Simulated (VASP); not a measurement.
# Sn2Sb (P4/nmm) in VASP: single point with PBE

Aim: the single point of Sn2Sb with PBE.

Everything below comes from runs of VASP 6.6.1. Logs are shortened: lines on timing, memory, paths and dates and some standing lists are left out, and cuts for length are marked.

### 1 The cell of the first run

It takes space group P4/nmm (No. 129, tetragonal). Conventional cell: a = 4.379 Å, b = 4.379 Å, c = 9.218 Å, α = 90.00°, β = 90.00°, γ = 90.00°. Within 4.1 Å of Sn (site symmetry -4m2) lie 8 Sn at 3.10 to 4.05 Å and 4 Sb at 3.51 Å. Sn (site symmetry 4mm) has 5 Sb at 3.07 to 3.17 Å and 8 Sn at 3.92 to 4.05 Å within 4.1 Å. Within 4.0 Å of Sb (site symmetry 4mm) lie 9 Sn at 3.07 to 3.51 Å.

### 2 Single point, PBE

Contents of INCAR:

```
PREC     = Accurate       # precision mode
ENCUT    = 520            # plane-wave cutoff, eV
EDIFF    = 1E-6           # SCF threshold, eV
ISMEAR   = 0              # smearing method
SIGMA    = 0.1            # smearing width, eV
LREAL    = F              # projectors in reciprocal space
LASPH    = T              # aspherical terms in the spheres
NELM     = 80             # most SCF steps
ALGO     = Fast           # electronic algorithm
ISIF     = 2              # what is computed and relaxed
LWAVE    = F              # write WAVECAR
LCHARG   = F              # write CHGCAR
GGA      = PE             # functional
NBANDS   = 42             # bands
```

Contents of KPOINTS:

```
regular mesh
0
Gamma
  8 8 6
```

Contents of POSCAR:

```
Sn2Sb
1.0
    4.3786805579      0.0000000000      0.0000000000
    0.0000000000      4.3786805579      0.0000000000
    0.0000000000      0.0000000000      9.2181698894
Sn Sb
4 2
Direct
    0.0000000000      0.0000000000      0.0000000000
    0.5000000000      0.5000000000      0.0000000000
    0.0000000000      0.5000000000      0.3697502419
    0.5000000000      0.0000000000      0.6302497581
    0.0000000000      0.5000000000      0.7025159657
    0.5000000000      0.0000000000      0.2974840343
```

Potentials or basis: VASP PAW PBE potentials, release 64 (Sn_d, Sb).

Started as:

```bash
$ cat potpaw_PBE.64/Sn_d/POTCAR potpaw_PBE.64/Sb/POTCAR > POTCAR
$ mpirun -np 1 vasp_std > vasp.out
```

OUTCAR:

```text
PREC = Accurate
   ENCUT = 520
   EDIFF = 1E-6
   ISMEAR = 0
   LREAL = F
   LASPH = T
   NELM = 80
   ISIF = 2
   GGA = PE

 ion  position               nearest neighbor table
   1  0.000  0.000  0.000-   2 3.10   2 3.10   2 3.10   2 3.10   5 3.51   6 3.51   6 3.51   5 3.51

   2  0.500  0.500  0.000-   1 3.10   1 3.10   1 3.10   1 3.10   6 3.51   6 3.51   5 3.51   5 3.51

   3  0.000  0.500  0.370-   5 3.07   6 3.17   6 3.17   6 3.17   6 3.17
   4  0.500  0.000  0.630-   6 3.07   5 3.17   5 3.17   5 3.17   5 3.17
   5  0.000  0.500  0.703-   3 3.07   4 3.17   4 3.17   4 3.17   4 3.17   1 3.51   2 3.51   2 3.51
                             1 3.51
   6  0.500  0.000  0.297-   4 3.07   3 3.17   3 3.17   3 3.17   3 3.17   1 3.51   1 3.51   2 3.51
                             2 3.51

  LATTYP: Found a simple tetragonal cell.
 ALAT       =     4.3786805579
 C/A-ratio  =     2.1052391851

  Lattice vectors:

 A1 = (   4.3786805579,   0.0000000000,   0.0000000000)
 A2 = (   0.0000000000,   4.3786805579,   0.0000000000)
 A3 = (   0.0000000000,   0.0000000000,   9.2181698894)

Analysis of symmetry for initial positions (statically):
=====================================================================
 Subroutine PRICEL returns:
 Original cell was already a primitive cell.

 Routine SETGRP: Setting up the symmetry group for a
 simple tetragonal supercell.

 Subroutine GETGRP returns: Found 16 space group operations
 (whereof  8 operations were pure point group operations)
 out of a pool of 16 trial point group operations.

The static configuration has the point symmetry D_2d.
 The point group associated with its full space group is D_4h.

Analysis of symmetry for dynamics (positions and initial velocities):
=====================================================================
 Subroutine PRICEL returns:
 Original cell was already a primitive cell.

 Routine SETGRP: Setting up the symmetry group for a
 simple tetragonal supercell.

 Subroutine GETGRP returns: Found 16 space group operations
 (whereof  8 operations were pure point group operations)
 out of a pool of 16 trial point group operations.

The dynamic configuration has the point symmetry D_2d.
 The point group associated with its full space group is D_4h.

 Subroutine INISYM returns: Found 16 space group operations
 (whereof  8 operations are pure point group operations),
 and found     1 'primitive' translations

----------------------------------------------------------------------------------------

                                     Primitive cell

  volume of cell :     176.7385

  direct lattice vectors                    reciprocal lattice vectors
     4.378680558  0.000000000  0.000000000     0.228379300  0.000000000  0.000000000
     0.000000000  4.378680558  0.000000000     0.000000000  0.228379300  0.000000000
     0.000000000  0.000000000  9.218169889     0.000000000  0.000000000  0.108481403

  length of vectors
     4.378680558  4.378680558  9.218169889     0.228379300  0.228379300  0.108481403

  position of ions in fractional coordinates (direct lattice)
     0.000000000  0.000000000  0.000000000
     0.500000000  0.500000000  0.000000000
     0.000000000  0.500000000  0.369750242
     0.500000000  0.000000000  0.630249758
     0.000000000  0.500000000  0.702515966
     0.500000000  0.000000000  0.297484034

  ion indices of the primitive-cell ions
   primitive index   ion index
                 1           1
                 2           2
                 3           3
                 4           4
                 5           5
                 6           6

----------------------------------------------------------------------------------------

 KPOINTS: regular mesh

Automatic generation of k-mesh.
 Grid dimensions read from file:
 generate k-points for:    8    8    6

 Generating k-lattice:

  Cartesian coordinates                     Fractional coordinates (reciprocal lattice)
     0.028547412  0.000000000  0.000000000     0.125000000  0.000000000  0.000000000
     0.000000000  0.028547412  0.000000000     0.000000000  0.125000000  0.000000000
     0.000000000  0.000000000  0.018080234     0.000000000  0.000000000  0.166666667

  Length of vectors
     0.028547412  0.028547412  0.018080234

  Shift w.r.t. Gamma in fractional coordinates (k-lattice)
     0.000000000  0.000000000  0.000000000

 Subroutine IBZKPT returns following result:
 ===========================================

 Found     60 irreducible k-points:

 Following reciprocal coordinates:
            Coordinates               Weight
  0.000000  0.000000  0.000000      1.000000
  0.125000  0.000000  0.000000      4.000000
  0.250000  0.000000  0.000000      4.000000
  0.375000  0.000000  0.000000      4.000000
  0.500000  0.000000  0.000000      2.000000
  0.125000  0.125000  0.000000      4.000000
[... 16 lines left out ...]
  0.375000  0.125000  0.166667     16.000000
  0.500000  0.125000  0.166667      8.000000
 [... further k-points ...]
   k-points           NKPTS =     60   k-points in BZ     NKDIM =     60   number of bands    NBANDS=     42
   number of dos      NEDOS =    301   number of ions     NIONS =      6
   total plane-waves  NPLWV =  90720
   dimension x,y,z NGX =    36 NGY =   36 NGZ =   70
   dimension x,y,z NGXF=    72 NGYF=   72 NGZF=  140
   ions per type =               4   2
   NGX,Y,Z   is equivalent  to a cutoff of  13.67, 13.67, 12.62 a.u.
   NGXF,Y,Z  is equivalent  to a cutoff of  27.34, 27.34, 25.25 a.u.
 SYSTEM =  unknown system
   PREC   = accura    normal or accurate (medium, high low for compatibility)
   ISTART =      0    job   : 0-new  1-cont  2-samecut
   ICHARG =      2    charge: 1-file 2-atom 10-const
   ISPIN  =      1    spin polarized calculation?
   LNONCOLLINEAR =      F non collinear calculations
   LSORBIT =      F    spin-orbit coupling
   LASPH  =      T    aspherical Exc in radial PAW
   ENCUT  =  520.0 eV  38.22 Ry    6.18 a.u.   8.14  8.14 17.14*2*pi/ulx,y,z
   NELM   =     80;   NELMIN=  2; NELMDL= -5     # of ELM steps
   EDIFF  = 0.1E-05   stopping-criterion for ELM
   LREAL  =      F    real-space projection
   EDIFFG = 0.1E-04   stopping-criterion for IOM
   NSW    =      0    number of steps for IOM
   IBRION =     -1    ionic relax: 0-MD 1-quasi-New 2-CG
   NFREE  =      0    steps in history (QN), initial steepest desc. (CG)
   ISIF   =      2    stress and relaxation
   ISYM   =      2    0-nonsym 1-usesym 2-fastsym
   POTIM  = 0.5000    time-step for ionic-motion
   TEBEG  =    0.0;   TEEND  =   0.0 temperature during run
   PSTRESS=    0.0 pullay stress
   NELECT =      66.0000    total number of electrons
   NUPDOWN=      -1.0000    fix difference up-down
   EMIN   =  10.00;   EMAX   =-10.00  energy-range for DOS
   EFERMI =   0.00;   METHOD = LEGACY
   ISMEAR =     0;   SIGMA  =   0.10  broadening in eV -4-tet -1-fermi 0-gaus
   EFERMI_NEDOS =   21; number of points for ismear=-14 and -15
   IALGO  =     68    algorithm
   IMIX   =      4    mixing-type and parameters
     AMIX     =   0.40;   BMIX     =  1.00
     AMIX_MAG =   1.60;   BMIX_MAG =  1.00
  volume/ion in A,a.u.               =      29.46       198.78
  Fermi-wavevector in a.u.,A,eV,Ry     =   1.178906  2.227809 18.909630  1.389819
  Thomas-Fermi vector in A             =   2.315226
   LORBIT       =      0    0 simple, 1 ext, 2 COOP (PROOUT), +10 PAW based schemes
   GGA     = PE    functional components
   LHFCALC =     F    Hartree Fock is set to
   AEXX    =    0.0000 exact exchange contribution
   IVDW    =     0    specifies the selected vdW correction
   LEPSILON=     F    determine dielectric tensor
   LRPA    =     F    only Hartree local field effects (RPA)
 non-spin polarized calculation
 RMM-DIIS sequential band-by-band and
 Gauss-broadening in eV      SIGMA  =   0.10
  energy-cutoff  :      520.00
  volume of cell :      176.74
 maximum number of plane-waves:      4816
 NGX is ok and might be reduce to    36
   NGX = 17   NGY = 17   NGZ = 35

 number of electron      65.9999994 magnetization

 Free energy of the ion-electron system (eV)
  ---------------------------------------------------
  ext. energy  EPLUGINS =         0.00000000
  ---------------------------------------------------
  free energy    TOTEN  =       -23.16919922 eV

  energy without entropy =      -23.15790464  energy(sigma->0) =      -23.16355193

 E-fermi :   7.2439     XC(G=0):  -9.8637

 val. band max:        7.2208002877   @ k =   0.2500   0.2500   0.5000
 cond. band min:       7.2474857017   @ k =   0.3750   0.1250   0.3333
 fundamental gap:      0.0266854140
 Fermi energy:         7.2438912019

 k-point     1 :       0.0000    0.0000    0.0000
  band No.  band energies     occupation
      1     -14.5481      2.00000
      2     -14.4872      2.00000
      3     -14.4146      2.00000
      4     -14.4141      2.00000
      5     -14.4141      2.00000
      6     -14.3503      2.00000
[... 34 lines left out ...]
     41      11.7262      0.00000
     42      11.8695      0.00000

 k-point     2 :       0.1250    0.0000    0.0000
  band No.  band energies     occupation
      1     -14.5317      2.00000
      2     -14.4801      2.00000
      3     -14.4110      2.00000
      4     -14.4105      2.00000
      5     -14.4055      2.00000
      6     -14.3490      2.00000
[... 34 lines left out ...]
     41      11.3018      0.00000
     42      11.3489      0.00000

 k-point     3 :       0.2500    0.0000    0.0000
  band No.  band energies     occupation
      1     -14.4847      2.00000
      2     -14.4603      2.00000
      3     -14.4022      2.00000
      4     -14.4002      2.00000
      5     -14.3801      2.00000
      6     -14.3465      2.00000
[... 897 lines left out ...]
      4     -14.3733      2.00000
      5     -14.3725      2.00000
      6     -14.3644      2.00000
[... 34 lines left out ...]
     41      10.5220      0.00000
     42      11.0774      0.00000

 k-point    24 :       0.5000    0.1250    0.1667
  band No.  band energies     occupation
      1     -14.4222      2.00000
      2     -14.4222      2.00000
      3     -14.3918      2.00000
      4     -14.3918      2.00000
      5     -14.3468      2.00000
      6     -14.3468      2.00000
[... 34 lines left out ...]
     41      10.8567      0.00000
     42      10.8571      0.00000

 [... further k-points ...]

------------------------ aborting loop because EDIFF is reached ----------------------------------------

  FORCE on cell =-STRESS in cart. coord.  units (eV):
  Direction    XX          YY          ZZ          XY          YZ          ZX
  --------------------------------------------------------------------------------------
  -------------------------------------------------------------------------------------
  Total       -0.0702223     -0.0702223     -0.0486485      0.0000000     -0.0000000      0.0000000
  in kB       -0.6365820     -0.6365820     -0.4410106      0.0000000     -0.0000000      0.0000000
  external PRESSURE =      -0.5713915 kB  Pullay stress =       0.0000000 kB

 VOLUME and BASIS-vectors are now :
 -----------------------------------------------------------------------------
  energy-cutoff  :      520.00
  volume of cell :      176.74
      direct lattice vectors                 reciprocal lattice vectors
     4.378680558  0.000000000  0.000000000     0.228379300  0.000000000  0.000000000
     0.000000000  4.378680558  0.000000000     0.000000000  0.228379300  0.000000000
     0.000000000  0.000000000  9.218169889     0.000000000  0.000000000  0.108481403

 POSITION                                       TOTAL-FORCE (eV/Angst)
 -----------------------------------------------------------------------------------
      0.00000      0.00000      0.00000         0.000000     -0.000000      0.000000
      2.18934      2.18934      0.00000         0.000000      0.000000      0.000000
      0.00000      2.18934      3.40842        -0.000000      0.000000     -0.003744
      2.18934      0.00000      5.80975         0.000000      0.000000      0.003744
      0.00000      2.18934      6.47591         0.000000     -0.000000      0.006601
      2.18934      0.00000      2.74226         0.000000      0.000000     -0.006601
 -----------------------------------------------------------------------------------
    total drift:                                0.000000      0.000000      0.000000

  FREE ENERGIE OF THE ION-ELECTRON SYSTEM (eV)
  ---------------------------------------------------
  free  energy   TOTEN  =       -23.1691992238 eV

  energy  without entropy=      -23.1579046367  energy(sigma->0) =      -23.16355193
```

Wall time 5.9 min (1 thread of Intel Xeon Platinum 8488C (Sapphire Rapids), shared host); peak memory 0.51 GiB.

Results:

```
Free energy            : -23.1692 eV
Pressure               : -0.1 GPa
Largest force          : 0.007 eV/Å
Band gap on the k mesh : zero (bands 33 and 34 overlap by 2.70 eV)
```

Forces on the atoms (eV/Å):
```
Sn   0.000  0.000  0.000
Sn   0.000  0.000  0.000
Sn   0.000  0.000 -0.004
Sn   0.000  0.000  0.004
Sb   0.000  0.000  0.007
Sb   0.000  0.000 -0.007
```

Levels at points of the mesh, in eV from the Fermi level:
| k point | band 31 | band 32 | band 33 | band 34 | band 35 | band 36 |
| --- | --- | --- | --- | --- | --- | --- |
| (0.00, 0.00, 0.00) | -1.40 | -1.40 | -1.01 | -1.01 | 0.50 | 1.73 |
| (0.50, 0.00, 0.00) | -0.78 | -0.78 | 0.35 | 0.35 | 1.12 | 1.12 |
| (0.50, 0.50, 0.00) | -3.87 | -3.87 | -0.35 | -0.35 | 1.09 | 1.09 |
| (0.00, 0.00, 0.50) | -2.29 | -0.34 | -0.28 | -0.28 | 0.85 | 1.54 |
| (0.50, 0.00, 0.50) | 0.15 | 0.15 | 0.48 | 0.48 | 1.01 | 1.01 |
| (0.50, 0.50, 0.50) | -2.93 | -2.93 | -1.68 | -1.68 | -0.14 | -0.14 |

Caveat: spin-orbit coupling is left out, which moves the levels of the heavy elements.
